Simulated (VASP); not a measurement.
# H5C2Cl in VASP: further runs

H5C2Cl is run at these levels: PBE+D3(BJ); tasks: single point.

Program: VASP 6.6.1. These are calculated values, not measurements. Logs are shortened: lines on timing, memory, paths and dates and some standing lists are left out, and cuts for length are marked.

**1. The cell of the first run**

The cell holds an amorphous packing of atoms, 24 atoms: a = 6.929 Å, b = 6.929 Å, c = 6.929 Å, α = 90.00°, β = 90.00°, γ = 90.00°.

**2. Single point, PBE+D3(BJ)**

INCAR

```
SYSTEM = H5C2Cl
  PREC = Accurate
  ENCUT = 520
  EDIFF = 1E-7
  ISMEAR = -1
  SIGMA = 0.02
  LREAL = Auto
  LASPH = .True.
  NELM = 80
  ALGO = Normal
  ISIF = 2
  LWAVE = .False.
  LCHARG = .True.
  GGA = PE
  IVDW = 12
  LELF = .True.
  LVHAR = .True.
  NBANDS = 48
```

KPOINTS

```
regular mesh
0
Gamma
  1 1 1
  0 0 0
```

POSCAR

```
H5C2Cl
1.0
    6.9285810000      0.0000000000      0.0000000000
    0.0000000000      6.9285810000      0.0000000000
    0.0000000000      0.0000000000      6.9285810000
C H Cl
6 15 3
Direct
    0.9063039026      0.0946081167      0.1780884138
    0.8374009050     -0.0455793185      0.0626823876
    0.1833131488      0.2321110196      0.7326752765
    0.2954428908      0.0808390636      0.7592463738
    0.7546278235      0.7123969540      0.5385085344
    0.6129393594      0.7243763189      0.6755351493
    0.8629472615      0.1029936722      0.3255789317
    1.0121408698      0.1936615881      0.1143379864
    0.7120649957     -0.1238348805      0.0953874971
    0.8979039142     -0.0639957879     -0.0798864876
    0.0247381102      0.2431955403      0.7599824553
    0.2380285372      0.3692963971      0.6943701748
    0.2353007059     -0.0520741549      0.8229968012
    0.4419519668      0.1070349037      0.7111845845
    0.8980626769      0.7526793726      0.5927043359
    0.7377989808      0.6571764117      0.3779850448
    0.6548382706      0.7712690376      0.8149720700
    0.4646838941      0.6725475245      0.6716382474
    0.2861769243      0.6729805136      0.3920138914
   -0.0777215421      0.6199249168      1.0146522066
    0.7172897308      0.3214366694      0.0665792895
    0.3326943858      0.8297802970      0.3040016419
    0.0938576023      0.6411558153      0.9481162160
    0.5885332076      0.4441313452      0.0269896534
```

Potentials or basis: VASP PAW PBE potentials, release 64 (C, H, Cl).

Command:

```bash
cat potpaw_PBE.64/C/POTCAR potpaw_PBE.64/H/POTCAR potpaw_PBE.64/Cl/POTCAR > POTCAR
mpirun -np 1 vasp_gam > vasp.out
```

OUTCAR:

```text
SYSTEM = H5C2Cl
   PREC = Accurate
   ENCUT = 520
   EDIFF = 1E-7
   ISMEAR = -1
   LREAL = Auto
   LASPH = .True.
   NELM = 80
   ISIF = 2
   GGA = PE
   IVDW = 12
 IVDW          = 12

 ion  position               nearest neighbor table
   1  0.906  0.095  0.178-   7 1.07   8 1.10   2 1.35
   2  0.837  0.954  0.063-   9 1.05  10 1.08   1 1.35
   3  0.183  0.232  0.733-  12 1.06  11 1.12   4 1.32
   4  0.295  0.081  0.759-  14 1.08  13 1.10   3 1.32
   5  0.755  0.712  0.539-  15 1.10  16 1.18   6 1.37
   6  0.613  0.724  0.676-  17 1.06  18 1.09   5 1.37
   7  0.863  0.103  0.326-   1 1.07
   8  0.012  0.194  0.114-   1 1.10
   9  0.712  0.876  0.095-   2 1.05
  10  0.898  0.936  0.920-   2 1.08
  11  0.025  0.243  0.760-   3 1.12
  12  0.238  0.369  0.694-   3 1.06
[... 10 lines left out ...]
  23  0.094  0.641  0.948-  20 1.28
  24  0.589  0.444  0.027-  21 1.26

  LATTYP: Found a simple cubic cell.
 ALAT       =     6.9285810000

  Lattice vectors:

 A1 = (   6.9285810000,   0.0000000000,   0.0000000000)
 A2 = (   0.0000000000,   6.9285810000,   0.0000000000)
 A3 = (   0.0000000000,   0.0000000000,   6.9285810000)

Analysis of symmetry for initial positions (statically):
=====================================================================
 Subroutine PRICEL returns:
 Original cell was already a primitive cell.

 Routine SETGRP: Setting up the symmetry group for a
 simple cubic supercell.

 Subroutine GETGRP returns: Found  1 space group operations
 (whereof  1 operations were pure point group operations)
 out of a pool of 48 trial point group operations.

The static configuration has the point symmetry C_1 .

Analysis of symmetry for dynamics (positions and initial velocities):
=====================================================================
 Subroutine PRICEL returns:
 Original cell was already a primitive cell.

 Routine SETGRP: Setting up the symmetry group for a
 simple cubic supercell.

 Subroutine GETGRP returns: Found  1 space group operations
 (whereof  1 operations were pure point group operations)
 out of a pool of 48 trial point group operations.

The dynamic configuration has the point symmetry C_1 .

 Subroutine INISYM returns: Found  1 space group operations
 (whereof  1 operations are pure point group operations),
 and found     1 'primitive' translations

----------------------------------------------------------------------------------------

                                     Primitive cell

  volume of cell :     332.6082

  direct lattice vectors                    reciprocal lattice vectors
     6.928581000  0.000000000  0.000000000     0.144329698  0.000000000  0.000000000
     0.000000000  6.928581000  0.000000000     0.000000000  0.144329698  0.000000000
     0.000000000  0.000000000  6.928581000     0.000000000  0.000000000  0.144329698

  length of vectors
     6.928581000  6.928581000  6.928581000     0.144329698  0.144329698  0.144329698

  position of ions in fractional coordinates (direct lattice)
     0.906303903  0.094608117  0.178088414
     0.837400905  0.954420681  0.062682388
     0.183313149  0.232111020  0.732675276
     0.295442891  0.080839064  0.759246374
     0.754627824  0.712396954  0.538508534
     0.612939359  0.724376319  0.675535149
[... 16 lines left out ...]
     0.093857602  0.641155815  0.948116216
     0.588533208  0.444131345  0.026989653

  ion indices of the primitive-cell ions
   primitive index   ion index
                 1           1
                 2           2
                 3           3
                 4           4
                 5           5
                 6           6
[... 16 lines left out ...]
                23          23
                24          24

----------------------------------------------------------------------------------------

 KPOINTS: regular mesh

Automatic generation of k-mesh.
 Grid dimensions read from file:
 generate k-points for:    1    1    1

 Generating k-lattice:

  Cartesian coordinates                     Fractional coordinates (reciprocal lattice)
     0.144329698  0.000000000  0.000000000     1.000000000  0.000000000  0.000000000
     0.000000000  0.144329698  0.000000000     0.000000000  1.000000000  0.000000000
     0.000000000  0.000000000  0.144329698     0.000000000  0.000000000  1.000000000

  Length of vectors
     0.144329698  0.144329698  0.144329698

  Shift w.r.t. Gamma in fractional coordinates (k-lattice)
     0.000000000  0.000000000  0.000000000

 Subroutine IBZKPT returns following result:
 ===========================================

 Found      1 irreducible k-points:

 Following reciprocal coordinates:
            Coordinates               Weight
  0.000000  0.000000  0.000000      1.000000
   k-points           NKPTS =      1   k-points in BZ     NKDIM =      1   number of bands    NBANDS=     48
   number of dos      NEDOS =    301   number of ions     NIONS =     24
   total plane-waves  NPLWV = 157464
   dimension x,y,z NGX =    54 NGY =   54 NGZ =   54
   dimension x,y,z NGXF=   108 NGYF=  108 NGZF=  108
   ions per type =               6  15   3
   NGX,Y,Z   is equivalent  to a cutoff of  12.96, 12.96, 12.96 a.u.
   NGXF,Y,Z  is equivalent  to a cutoff of  25.91, 25.91, 25.91 a.u.
 SYSTEM =  H5C2Cl
   PREC   = accura    normal or accurate (medium, high low for compatibility)
   ISTART =      0    job   : 0-new  1-cont  2-samecut
   ICHARG =      2    charge: 1-file 2-atom 10-const
   ISPIN  =      1    spin polarized calculation?
   LNONCOLLINEAR =      F non collinear calculations
   LSORBIT =      F    spin-orbit coupling
   LASPH  =      T    aspherical Exc in radial PAW
   ENCUT  =  520.0 eV  38.22 Ry    6.18 a.u.  12.88 12.88 12.88*2*pi/ulx,y,z
   NELM   =     80;   NELMIN=  2; NELMDL= -5     # of ELM steps
   EDIFF  = 0.1E-06   stopping-criterion for ELM
   LREAL  =      T    real-space projection
   EDIFFG = 0.1E-05   stopping-criterion for IOM
   NSW    =      0    number of steps for IOM
   IBRION =     -1    ionic relax: 0-MD 1-quasi-New 2-CG
   NFREE  =      0    steps in history (QN), initial steepest desc. (CG)
   ISIF   =      2    stress and relaxation
   ISYM   =      2    0-nonsym 1-usesym 2-fastsym
   POTIM  = 0.5000    time-step for ionic-motion
   TEBEG  =    0.0;   TEEND  =   0.0 temperature during run
   PSTRESS=    0.0 pullay stress
   NELECT =      60.0000    total number of electrons
   NUPDOWN=      -1.0000    fix difference up-down
   EMIN   =  10.00;   EMAX   =-10.00  energy-range for DOS
   EFERMI =   0.00;   METHOD = LEGACY
   ISMEAR =    -1;   SIGMA  =   0.02  broadening in eV -4-tet -1-fermi 0-gaus
   EFERMI_NEDOS =   21; number of points for ismear=-14 and -15
   IALGO  =     38    algorithm
   IMIX   =      4    mixing-type and parameters
     AMIX     =   0.40;   BMIX     =  1.00
     AMIX_MAG =   1.60;   BMIX_MAG =  1.00
  volume/ion in A,a.u.               =      13.86        93.52
  Fermi-wavevector in a.u.,A,eV,Ry     =   0.925013  1.748020 11.641800  0.855648
  Thomas-Fermi vector in A             =   2.050821
   LORBIT       =      0    0 simple, 1 ext, 2 COOP (PROOUT), +10 PAW based schemes
   GGA     = PE    functional components
   LHFCALC =     F    Hartree Fock is set to
   AEXX    =    0.0000 exact exchange contribution
   IVDW    =    12    specifies the selected vdW correction
   LEPSILON=     F    determine dielectric tensor
   LRPA    =     F    only Hartree local field effects (RPA)
 non-spin polarized calculation
  energy-cutoff  :      520.00
  volume of cell :      332.61
 maximum number of plane-waves:      4463
 NGX is ok and might be reduce to    50
   NGX = 25   NGY = 25   NGZ = 25

 number of electron      60.0000000 magnetization

 Free energy of the ion-electron system (eV)
  ---------------------------------------------------
  ext. energy  EPLUGINS =         0.00000000
  ---------------------------------------------------
  free energy    TOTEN  =      -112.94031553 eV

  energy without entropy =     -112.94031553  energy(sigma->0) =     -112.94031553

 E-fermi :  -2.1906     XC(G=0):  -6.5577

 val. band max:       -2.7054467468   @ k =   0.0000   0.0000   0.0000
 cond. band min:       1.7313380212   @ k =   0.0000   0.0000   0.0000
 fundamental gap:      4.4367847680
 Fermi energy:        -2.1906238389

 k-point     1 :       0.0000    0.0000    0.0000
  band No.  band energies     occupation
      1     -17.7461      2.00000
      2     -17.5225      2.00000
      3     -17.2402      2.00000
      4     -15.4702      2.00000
      5     -15.1399      2.00000
      6     -14.9348      2.00000
[... 34 lines left out ...]
     41       5.5161      0.00000
     42       5.6758      0.00000
 [bands above 42 left out]

------------------------ aborting loop because EDIFF is reached ----------------------------------------

 Edisp (eV)   -1.29221

 E8    (eV) :    -0.3358

  FORCE on cell =-STRESS in cart. coord.  units (eV):
  Direction    XX          YY          ZZ          XY          YZ          ZX
  --------------------------------------------------------------------------------------
  -------------------------------------------------------------------------------------
  Total       2.65228     5.25359    -0.10498    -1.50227    -0.63164     2.16386
  in kB      12.77609    25.30659    -0.50571    -7.23645    -3.04260    10.42334
  external pressure =       12.53 kB  Pullay stress =        0.00 kB

 VOLUME and BASIS-vectors are now :
 -----------------------------------------------------------------------------
  energy-cutoff  :      520.00
  volume of cell :      332.61
      direct lattice vectors                 reciprocal lattice vectors
     6.928581000  0.000000000  0.000000000     0.144329698  0.000000000  0.000000000
     0.000000000  6.928581000  0.000000000     0.000000000  0.144329698  0.000000000
     0.000000000  0.000000000  6.928581000     0.000000000  0.000000000  0.144329698

 POSITION                                       TOTAL-FORCE (eV/Angst)
 -----------------------------------------------------------------------------------
      6.27940      0.65550      1.23390         0.124069     -0.525667     -1.326266
      5.80200      6.61278      0.43430         0.811293      2.094067     -0.079330
      1.27010      1.60820      5.07640        -2.113012      0.214621      0.484818
      2.04700      0.56010      5.26050        -0.389328     -0.107222      0.026274
      5.22850      4.93590      3.73110        -1.277913     -0.615788     -0.472059
      4.24680      5.01890      4.68050         1.180523     -0.770675     -1.753537
[... 16 lines left out ...]
      0.65030      4.44230      6.56910         0.313272     -0.630441     -0.186500
      4.07770      3.07720      0.18700        -0.743180      0.652194      0.042351
 -----------------------------------------------------------------------------------
    total drift:                                0.002914     -0.007770      0.015243

  FREE ENERGIE OF THE ION-ELECTRON SYSTEM (eV)
  ---------------------------------------------------
  free  energy   TOTEN  =      -114.2325222891 eV

  energy  without entropy=     -114.2325222891  energy(sigma->0) =     -114.23252229
```

Wall time 60 s (1 thread of Intel Xeon Platinum 8259CL at 2.50GHz (Skylake/Cascade Lake), shared host); peak memory 0.4 GiB.

What came out:

| Item | Value |
| --- | --- |
| Free energy | -114.2325 eV |
| Pressure | 1.3 GPa |
| Largest force | 2.511 eV/Å |
| Band gap on the k mesh | 4.44 eV |
| Dispersion energy per atom | -0.054 eV |

Forces on the atoms (eV/Å):
```
C    0.124 -0.526 -1.326
C    0.811  2.094 -0.079
C   -2.113  0.215  0.485
C   -0.389 -0.107  0.026
C   -1.278 -0.616 -0.472
C    1.181 -0.771 -1.754
H   -0.310  0.424  0.783
H    0.283 -0.191  0.575
H   -1.005 -1.190  0.689
H   -0.201  0.280 -0.318
H    0.637 -0.482  0.049
H    0.681  0.957 -0.711
H    0.652  0.192 -0.461
H    0.540 -0.738  0.399
H   -0.034  0.014 -0.568
H    0.099  0.757  2.392
H    0.207  0.423  0.763
H   -0.024  0.130 -0.568
H    0.031  0.057 -0.115
H   -0.184 -0.118 -0.002
H    0.730 -1.001  0.250
Cl  -0.008  0.176  0.108
Cl   0.313 -0.630 -0.186
Cl  -0.743  0.652  0.042
```

Caveat: the k points lie up to 0.91 Å⁻¹ apart.

**3. Single point, PBE+D3(BJ)**

This run uses another cell than the first one, of 14.81 Å³/atom, 1.069 times its volume.

INCAR

```
  ALGO = Normal
  EDIFF = 1E-7
  ENCUT = 520
  GGA = PE
  ISIF = 2
  ISMEAR = -1
  IVDW = 12
  LASPH = T
  LCHARG = F
  LREAL = Auto
  LWAVE = F
  NBANDS = 48
  NELM = 100
  PREC = Accurate
  SIGMA = 0.02
```

KPOINTS

```
k-points
0
Gamma
  1 1 1
```

POSCAR

```
H5C2Cl
1.0
    7.0840790000      0.0000000000      0.0000000000
    0.0000000000      7.0840790000      0.0000000000
    0.0000000000      0.0000000000      7.0840790000
C H Cl
6 15 3
Direct
    0.9149954426      0.1289652473      0.1948171385
    0.7932717859      0.0457081295      0.0718371435
    0.1513675949      0.1894106489      0.6234261363
    0.2748557717      0.0673764367      0.6939222445
    0.7467590353      0.7541559037      0.5101439439
    0.6423982567      0.7129790619      0.6623443923
    0.9550288753      0.0532038110      0.3267467796
    0.9661100617      0.2653555953      0.1702409022
    0.7260223947     -0.0924890871      0.1010717131
    0.7657311557      0.1060123694     -0.0628451490
   -0.0097260350      0.1730782505      0.6484117413
    0.1736287808      0.3094403662      0.5261799028
    0.2270443342     -0.0446211851      0.7892345639
    0.4188123820      0.0778788605      0.6303712875
    0.8825706207      0.8404479961      0.5097628076
    0.7196560061      0.6830386844      0.3706621566
    0.6370341155      0.7817529985      0.7907449931
    0.5242177565      0.6131636872      0.6340132571
    0.3927257164      0.6912966386      0.2029480473
   -0.0582856289      0.5989910615      0.7602399691
    0.6378669690      0.3090451137      0.1513675949
    0.3062924623      0.7853102711      0.3339460218
    0.0540790130      0.6396456053      0.9047753420
    0.5998521473      0.4491197797      0.0450446699
```

Potentials or basis: VASP PAW PBE potentials, release 64 (C, H, Cl).

Command:

```bash
cat potpaw_PBE.64/C/POTCAR potpaw_PBE.64/H/POTCAR potpaw_PBE.64/Cl/POTCAR > POTCAR
mpirun -np 1 vasp_gam > vasp.out
```

Wall time 57 s (1 thread of Intel Xeon Platinum 8259CL at 2.50GHz (Skylake/Cascade Lake), shared host); peak memory 0.4 GiB.

The run converged. Its results:

* Free energy: -114.7452 eV
* Pressure: -0.4 GPa
* Largest force: 3.417 eV/Å
* Band gap on the k mesh: 4.93 eV
* Dispersion energy per atom: -0.049 eV

Forces in eV/Å, atoms in the order of the input:
```
C   -1.514 -2.548  0.179
C    0.882 -0.588  1.539
C   -2.823  0.392 -0.175
C    0.590  0.422 -0.952
C    1.679 -0.140 -0.550
C   -1.123 -1.365 -2.925
H   -0.206  0.627 -0.610
H    0.931  1.411 -0.346
H    0.467  0.491 -0.056
H   -0.356  0.493 -0.782
H    1.643  0.171  0.238
H    0.557 -0.500  0.202
H    0.432  0.028 -0.191
H   -0.352 -0.325  0.980
H   -1.377 -0.371  0.244
H    0.160  0.331  1.007
H    0.515  0.961  1.964
H    0.373  0.439  0.386
H   -0.071 -0.104  0.095
H    0.437  0.257  0.641
H    0.215 -0.638  0.430
Cl  -0.160  0.005 -0.321
Cl  -0.354 -0.311 -0.586
Cl  -0.546  0.862 -0.408
```

Stress tensor (GPa, compression positive):
```
-1.60 -1.07  0.19
-1.07  0.55 -0.23
 0.19 -0.23 -0.29
```

Levels at points of the mesh, in eV from the valence-band top:
| k point | band 26 | band 27 | band 28 | band 29 | band 30 | band 31 | band 32 | band 33 | band 34 | band 35 |
| --- | --- | --- | --- | --- | --- | --- | --- | --- | --- | --- |
| (0.00, 0.00, 0.00) | -1.09 | -0.89 | -0.28 | -0.19 | 0.00 | 4.93 | 4.97 | 5.30 | 5.60 | 6.37 |

Caveat: the k points lie up to 0.89 Å⁻¹ apart.

(Part 1 of 2 ends here.)
